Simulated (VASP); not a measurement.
A run of VASP 6.6.1 is set up as follows.

INCAR

```
SYSTEM = CdTe
  PREC = Accurate
  ENCUT = 520
  EDIFF = 1E-7
  ISMEAR = 0
  SIGMA = 0.05
  LREAL = .False.
  LASPH = .True.
  NELM = 80
  ALGO = Normal
  ISIF = 2
  LWAVE = .False.
  LCHARG = .False.
  GGA = CA
  NBANDS = 16
```

Contents of KPOINTS:

```
regular mesh
0
Gamma
  8 8 8
  0 0 0
```

Contents of POSCAR:

```
CdTe
1.0
    0.0000000000      3.0922692081      3.2191018198
    3.2191018198      0.0000000000      3.2191018198
    3.2191018198      3.0922692081      0.0000000000
Cd Te
1 1
Direct
    0.0000000000      0.0000000000      0.0000000000
    0.7500000000      0.7500000000      0.7500000000
```

Potentials or basis: VASP PAW LDA potentials, release 64 (Cd, Te).

Command:

```console
$ cat potpaw_LDA.64/Cd/POTCAR potpaw_LDA.64/Te/POTCAR > POTCAR
$ mpirun -np 1 vasp_std > vasp.out
```

Problem. What does it give for the band gap on the k mesh?

Solution. 0.65 eV, direct.

Problem. What does it give for the pressure?

Solution. 1.6 GPa.

Stress tensor (GPa, compression positive):
```
1.36 0.00 0.00
0.00 1.98 0.00
0.00 0.00 1.36
```

Caveat: spin-orbit coupling is left out, which moves the levels of the heavy elements.
